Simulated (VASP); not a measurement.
Set up this calculation in VASP 6.6.1, as the native input.

```
Task                   : single point
Functional             : PBE
Potentials or basis    : VASP PAW PBE potentials, release 64 (Te)
Cutoff                 : 520 eV
k mesh                 : 7 × 7 × 9
Occupations            : fermi-dirac, width 0.1 eV
Spin                   : no spin polarisation
Dipole correction      : no
Further INCAR settings : ALGO = Normal; EDIFF = 1e-07; NBANDS = 16
```

The structure of Te lies in POSCAR:

```
Te
1.0
    4.1599811660      0.0000000000      0.0000000000
   -2.0799905830      3.6026493690      0.0000000000
    0.0000000000      0.0000000000      2.4986801876
Te
3
Direct
    0.0000000000      0.0000000000      0.0000000000
    0.3333333333      0.6666666667      0.5000000000
    0.6666666667      0.3333333333      0.5000000000
```

This isn't the form of Te at room conditions, which is trigonal, of chains.

These files were run (other wordings do the same):

INCAR

```
SYSTEM = Te
ALGO = Normal ; EDIFF = 1E-7
ENCUT = 520 ; GGA = PE
ISIF = 2 ; ISMEAR = -1
LASPH = .True. ; LCHARG = .False.
LREAL = .False. ; LWAVE = .False.
NBANDS = 16 ; NELM = 100
PREC = Accurate ; SIGMA = 0.1
```

KPOINTS

```
k-points
0
Gamma
  7 7 9
  0 0 0
```

Potentials or basis: VASP PAW PBE potentials, release 64 (Te).

Launch:

```bash
$ cat potpaw_PBE.64/Te/POTCAR > POTCAR
$ mpirun -np 1 vasp_std > vasp.out
```

Results of the run:

```yaml
Pressure: 317.3 GPa
Band_gap_on_the_k_mesh: zero (bands 9 and 10 overlap by 11.49 eV)
```

Caveat: the cell stands under pressure; spin-orbit coupling is left out, which moves the levels of the heavy elements.

Run time: 34 s on 1 thread of Intel Xeon 8259CL, on a shared host, peak memory 0.16 GiB.
